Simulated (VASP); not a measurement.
# NaB (Pm-3m) in VASP: a series of runs

Runs on NaB. Level: PBE. Tasks: single point, relaxation of cell and atoms.

Everything below comes from runs of VASP 6.6.1. Logs are shortened: lines on timing, memory, paths and dates and some standing lists are left out, and cuts for length are marked.

**1. The cell of the first run**

Symmetry: Pm-3m, No. 221, cubic system. The conventional cell has a = 3.141 Å, b = 3.141 Å, c = 3.141 Å, α = 90.00°, β = 90.00°, γ = 90.00°. Within 3.6 Å of Na (site symmetry m-3m) lie 8 B at 2.72 Å and 6 Na at 3.14 Å. B (site symmetry m-3m) has 8 Na at 2.72 Å and 6 B at 3.14 Å within 3.6 Å.

**2. Single point, PBE**

INCAR reads:

```
SYSTEM = NaB
PREC = Accurate
ENCUT = 520
EDIFF = 1E-6
ISMEAR = 0
SIGMA = 0.1
LREAL = .FALSE.
LASPH = .TRUE.
NELM = 100
ALGO = Normal
ISIF = 2
LWAVE = .FALSE.
LCHARG = .FALSE.
GGA = PE
NBANDS = 12
```

KPOINTS reads:

```
Automatic mesh
0
G
  6 6 6
  0 0 0
```

POSCAR reads:

```
NaB
1.0
    3.1408300769      0.0000000000      0.0000000000
    0.0000000000      3.1408300769      0.0000000000
    0.0000000000      0.0000000000      3.1408300769
Na B
1 1
Direct
    0.5000000000      0.5000000000      0.5000000000
    0.0000000000      0.0000000000      0.0000000000
```

Potentials or basis: VASP PAW PBE potentials, release 64 (Na_pv, B).

Command:

```console
$ cat potpaw_PBE.64/Na_pv/POTCAR potpaw_PBE.64/B/POTCAR > POTCAR
$ mpirun -np 1 vasp_std > vasp.out
```

OUTCAR:

```text
SYSTEM = NaB
   PREC = Accurate
   ENCUT = 520
   EDIFF = 1E-6
   ISMEAR = 0
   LREAL = .FALSE.
   LASPH = .TRUE.
   NELM = 100
   ISIF = 2
   GGA = PE

 ion  position               nearest neighbor table
   1  0.500  0.500  0.500-
   2  0.000  0.000  0.000-

  LATTYP: Found a simple cubic cell.
 ALAT       =     3.1408300769

  Lattice vectors:

 A1 = (   3.1408300769,   0.0000000000,   0.0000000000)
 A2 = (   0.0000000000,   3.1408300769,   0.0000000000)
 A3 = (   0.0000000000,   0.0000000000,   3.1408300769)

Analysis of symmetry for initial positions (statically):
=====================================================================
 Subroutine PRICEL returns:
 Original cell was already a primitive cell.

 Routine SETGRP: Setting up the symmetry group for a
 simple cubic supercell.

 Subroutine GETGRP returns: Found 48 space group operations
 (whereof 48 operations were pure point group operations)
 out of a pool of 48 trial point group operations.

The static configuration has the point symmetry O_h .

Analysis of symmetry for dynamics (positions and initial velocities):
=====================================================================
 Subroutine PRICEL returns:
 Original cell was already a primitive cell.

 Routine SETGRP: Setting up the symmetry group for a
 simple cubic supercell.

 Subroutine GETGRP returns: Found 48 space group operations
 (whereof 48 operations were pure point group operations)
 out of a pool of 48 trial point group operations.

The dynamic configuration has the point symmetry O_h .

 Subroutine INISYM returns: Found 48 space group operations
 (whereof 48 operations are pure point group operations),
 and found     1 'primitive' translations

----------------------------------------------------------------------------------------

                                     Primitive cell

  volume of cell :      30.9837

  direct lattice vectors                    reciprocal lattice vectors
     3.140830077  0.000000000  0.000000000     0.318387170  0.000000000  0.000000000
     0.000000000  3.140830077  0.000000000     0.000000000  0.318387170  0.000000000
     0.000000000  0.000000000  3.140830077     0.000000000  0.000000000  0.318387170

  length of vectors
     3.140830077  3.140830077  3.140830077     0.318387170  0.318387170  0.318387170

  position of ions in fractional coordinates (direct lattice)
     0.500000000  0.500000000  0.500000000
     0.000000000  0.000000000  0.000000000
[... 80 lines left out ...]
   POTIM  = 0.5000    time-step for ionic-motion
   TEBEG  =    0.0;   TEEND  =   0.0 temperature during run
   PSTRESS=    0.0 pullay stress
   NELECT =      10.0000    total number of electrons
   NUPDOWN=      -1.0000    fix difference up-down
   EMIN   =  10.00;   EMAX   =-10.00  energy-range for DOS
   EFERMI =   0.00;   METHOD = LEGACY
   ISMEAR =     0;   SIGMA  =   0.10  broadening in eV -4-tet -1-fermi 0-gaus
   EFERMI_NEDOS =   21; number of points for ismear=-14 and -15
   IALGO  =     38    algorithm
   IMIX   =      4    mixing-type and parameters
     AMIX     =   0.40;   BMIX     =  1.00
     AMIX_MAG =   1.60;   BMIX_MAG =  1.00
  volume/ion in A,a.u.               =      15.49       104.54
  Fermi-wavevector in a.u.,A,eV,Ry     =   1.122959  2.122084 17.157435  1.261036
  Thomas-Fermi vector in A             =   2.259622
   LORBIT       =      0    0 simple, 1 ext, 2 COOP (PROOUT), +10 PAW based schemes
   GGA     = PE    functional components
   LHFCALC =     F    Hartree Fock is set to
   AEXX    =    0.0000 exact exchange contribution
   IVDW    =     0    specifies the selected vdW correction
   LEPSILON=     F    determine dielectric tensor
   LRPA    =     F    only Hartree local field effects (RPA)
 non-spin polarized calculation
 Gauss-broadening in eV      SIGMA  =   0.10
  energy-cutoff  :      520.00
  volume of cell :       30.98
 maximum number of plane-waves:       847
 NGX is ok and might be reduce to    24
   NGX = 11   NGY = 11   NGZ = 11

 number of electron      10.0000015 magnetization

 Free energy of the ion-electron system (eV)
  ---------------------------------------------------
  ext. energy  EPLUGINS =         0.00000000
  ---------------------------------------------------
  free energy    TOTEN  =        -4.79447463 eV

  energy without entropy =       -4.78640697  energy(sigma->0) =       -4.79044080

 E-fermi :   1.6836     XC(G=0):  -9.1800

 val. band max:        1.5561320073   @ k =   0.3333   0.3333   0.1667
 cond. band min:       1.6971306705   @ k =   0.5000   0.5000   0.5000
 fundamental gap:      0.1409986633
 Fermi energy:         1.6836488282

 k-point     1 :       0.0000    0.0000    0.0000
  band No.  band energies     occupation
      1     -21.0864      2.00000
      2     -21.0864      2.00000
      3     -21.0864      2.00000
      4      -6.1149      2.00000
      5       4.7046      0.00000
      6       4.7046      0.00000
      7       4.7046      0.00000
      8      10.3614      0.00000
      9      10.3614      0.00000
     10      10.8219      0.00000
     11      20.3538      0.00000
     12      20.3538      0.00000
[... 271 lines left out ...]
 k-point    20 :       0.5000    0.5000    0.5000
  band No.  band energies     occupation
      1     -21.1684      2.00000
      2     -21.1684      2.00000
      3     -21.1684      2.00000
      4      -0.6209      2.00000
      5       1.6971      0.84879
      6       1.6971      0.84879
      7       1.6971      0.84879
      8       8.8556      0.00000
      9       8.8556      0.00000
     10       8.8556      0.00000
     11      15.3647      0.00000
     12      20.9579      0.00000

------------------------ aborting loop because EDIFF is reached ----------------------------------------

  FORCE on cell =-STRESS in cart. coord.  units (eV):
  Direction    XX          YY          ZZ          XY          YZ          ZX
  --------------------------------------------------------------------------------------
  -------------------------------------------------------------------------------------
  Total        0.0215964      0.0215964      0.0215964      0.0000000      0.0000000     -0.0000000
  in kB        1.1167559      1.1167559      1.1167559      0.0000000      0.0000000     -0.0000000
  external PRESSURE =       1.1167559 kB  Pullay stress =       0.0000000 kB

 VOLUME and BASIS-vectors are now :
 -----------------------------------------------------------------------------
  energy-cutoff  :      520.00
  volume of cell :       30.98
      direct lattice vectors                 reciprocal lattice vectors
     3.140830077  0.000000000  0.000000000     0.318387170  0.000000000  0.000000000
     0.000000000  3.140830077  0.000000000     0.000000000  0.318387170  0.000000000
     0.000000000  0.000000000  3.140830077     0.000000000  0.000000000  0.318387170

 POSITION                                       TOTAL-FORCE (eV/Angst)
 -----------------------------------------------------------------------------------
      1.57042      1.57042      1.57042         0.000000      0.000000      0.000000
      0.00000      0.00000      0.00000         0.000000      0.000000      0.000000
 -----------------------------------------------------------------------------------
    total drift:                                0.000000      0.000000     -0.000000

  FREE ENERGIE OF THE ION-ELECTRON SYSTEM (eV)
  ---------------------------------------------------
  free  energy   TOTEN  =        -4.7944746323 eV

  energy  without entropy=       -4.7864069712  energy(sigma->0) =       -4.79044080
```

stdout:

```text
POSCAR found type information on POSCAR NaB
 POSCAR found :  2 types and       2 ions
 scaLAPACK will be used
 LDA part: xc-table for (Slater+PW92), standard interpolation
 POSCAR, INCAR and KPOINTS ok, starting setup
 FFT: planning ... GRIDC
 FFT: planning ... GRID_SOFT
 FFT: planning ... GRID
 WAVECAR not read
 entering main loop
```

Run time: 1.9 s. Hardware: 1 thread of Intel Xeon 6975P-C (Granite Rapids), shared host; peak memory 0.12 GiB.

What came out:

| Property | Result |
| --- | --- |
| Free energy | -4.7945 eV |
| Pressure | 0.1 GPa |
| Band gap on the k mesh | zero (band 5 reaches 4.70 eV, above the bottom of band 6 at 0.71 eV) |

Levels at points of the mesh, in eV from the Fermi level:
| k point | band 3 | band 4 | band 5 | band 6 | band 7 | band 8 |
| --- | --- | --- | --- | --- | --- | --- |
| (0.00, 0.00, 0.00) | -22.77 | -7.80 | 3.02 | 3.02 | 3.02 | 8.68 |
| (0.50, 0.00, 0.00) | -22.76 | -5.71 | -2.63 | 3.60 | 3.60 | 10.86 |
| (0.50, 0.50, 0.00) | -22.75 | -4.13 | -0.97 | -0.97 | 4.35 | 5.25 |
| (0.50, 0.50, 0.50) | -22.85 | -2.30 | 0.01 | 0.01 | 0.01 | 7.17 |

**3. Single point, PBE**

This run uses another cell than the first one, of 23.43 Å³/atom, 1.513 times its volume.

INCAR reads:

```
SYSTEM = NaB
PREC = Accurate
ENCUT = 520
EDIFF = 1E-6
ISMEAR = 0
SIGMA = 0.1
LREAL = .False.
LASPH = .True.
NELM = 100
ALGO = Normal
ISIF = 2
LWAVE = .False.
LCHARG = .False.
GGA = PE
NBANDS = 12
```

KPOINTS reads:

```
Automatic mesh
0
Gamma
  6 6 6
  0 0 0
```

POSCAR reads:

```
NaB
1.0
    3.6053803400      0.0000000000      0.0000000000
    0.0000000000      3.6053803400      0.0000000000
    0.0000000000      0.0000000000      3.6053803400
Na B
1 1
Direct
    0.5000000000      0.5000000000      0.5000000000
    0.0000000000      0.0000000000      0.0000000000
```

Potentials or basis: VASP PAW PBE potentials, release 64 (Na_pv, B).

Command:

```console
$ cat potpaw_PBE.64/Na_pv/POTCAR potpaw_PBE.64/B/POTCAR > POTCAR
$ mpirun -np 1 vasp_std > vasp.out
```

Run time: 3.4 s. Hardware: 1 thread of Intel Xeon 6975P-C (Granite Rapids), shared host; peak memory 0.15 GiB.

It converged, with:

| Quantity | Value |
| --- | --- |
| Free energy | -4.3760 eV |
| Pressure | -6.0 GPa |
| Band gap on the k mesh | zero (band 5 reaches 2.10 eV, above the bottom of band 6 at -0.57 eV) |

Levels at points of the mesh, in eV from the Fermi level:
| k point | band 3 | band 4 | band 5 | band 6 | band 7 | band 8 |
| --- | --- | --- | --- | --- | --- | --- |
| (0.00, 0.00, 0.00) | -23.52 | -6.58 | 2.05 | 2.05 | 2.05 | 4.93 |
| (0.50, 0.00, 0.00) | -23.52 | -5.38 | -1.84 | 2.47 | 2.47 | 7.13 |
| (0.50, 0.50, 0.00) | -23.51 | -4.45 | -0.62 | -0.62 | 2.90 | 3.93 |
| (0.50, 0.50, 0.50) | -23.54 | -3.57 | 0.20 | 0.20 | 0.20 | 5.62 |

**4. Relaxation of cell and atoms, PBE**

This run uses another cell than the first one, of 23.43 Å³/atom, 1.513 times its volume.

INCAR reads:

```
SYSTEM = NaB
PREC = Accurate ; ENCUT = 600
EDIFF = 1E-6 ; ISMEAR = 0
SIGMA = 0.1 ; LREAL = .False.
LASPH = .True. ; NELM = 60
ALGO = Normal ; ISIF = 3
LWAVE = .False. ; LCHARG = .False.
GGA = PE ; IBRION = 2
NSW = 90 ; EDIFFG = -0.04
```

KPOINTS reads:

```
regular mesh
0
Gamma
  6 6 6
  0 0 0
```

POSCAR is that of step 3.

Command:

```console
$ cat potpaw_PBE.64/Na_pv/POTCAR potpaw_PBE.64/B/POTCAR > POTCAR
$ mpirun -np 1 vasp_std > vasp.out
```

Wall time 13 s (1 thread of Intel Xeon 6975P-C (Granite Rapids), shared host); peak memory 0.17 GiB.

It converged, with:

```
Free energy                            : -4.7960 eV
Relaxed volume                         : 15.72 Å³/atom
Relaxed cell                           : a = 3.156 Å, b = 3.156 Å, c = 3.156 Å, α = 90.00°, β = 90.00°, γ = 90.00°
Space group after relaxing (to 0.05 Å) : Pm-3m (No. 221)
Energy gained by relaxing              : 210.0 meV/atom
Ionic steps                            : 5
Pressure after relaxing                : -0.3 GPa
Band gap on the k mesh                 : zero (band 5 reaches 4.59 eV, above the bottom of band 6 at 0.65 eV)
```

Step by step:
```
step  energy change (eV)  largest force (eV/Å)  pressure (GPa)  volume (Å³)
   1              0.0000                0.0000           -6.00        46.87
   2             -0.2052                0.0000           -5.37        41.16
   3             -0.3391                0.0000            7.10        26.86
   4             -0.4090                0.0000           -1.82        32.99
   5             -0.4200                0.0000           -0.31        31.44
```

Final structure:
```
Na B
1.0
     3.15634    0.00000    0.00000
     0.00000    3.15634    0.00000
     0.00000    0.00000    3.15634
Na B
1 1
Direct
  0.50000 0.50000 0.50000
  0.00000 0.00000 0.00000
```

Levels at points of the mesh, in eV from the Fermi level:
```csv
k point,band 1,band 2,band 3,band 4,band 5,band 6,band 7,band 8,band 9
"(0.00, 0.00, 0.00)",-22.79,-22.79,-22.79,-7.74,2.98,2.98,2.98,8.64,8.96
"(0.50, 0.00, 0.00)",-22.91,-22.77,-22.77,-5.69,-2.59,3.56,3.56,10.70,11.78
"(0.50, 0.50, 0.00)",-22.88,-22.88,-22.76,-4.13,-0.95,-0.95,4.29,5.21,13.33
"(0.50, 0.50, 0.50)",-22.86,-22.86,-22.86,-2.36,0.03,0.03,0.03,7.11,7.11
```

Caveat: the volume moved by over 15 % at a fixed basis, so the end points are rough.

**5. Overview**

| task | cell | cutoff (eV) | gap on the mesh (eV) | pressure (GPa) |
| --- | --- | --- | --- | --- |
| single point | a = 3.141 Å, 2 atoms | 520 | none | 0.1 |
| single point | a = 3.605 Å, 2 atoms | 520 | none | -6.0 |
| relaxation of cell and atoms | relaxed from a = 3.605 Å, 2 atoms | 600 | none | -0.3 |

Alike in all rows: level PBE; potentials or basis VASP PAW PBE potentials, release 64 (Na_pv, B); no spin polarisation; k mesh 6 × 6 × 6; smearing gaussian 0.1 eV.

Caveats: the volume moved by over 15 % at a fixed basis, so the end points are rough (some runs).

Absolute energies hang on the potentials; compare differences alone.
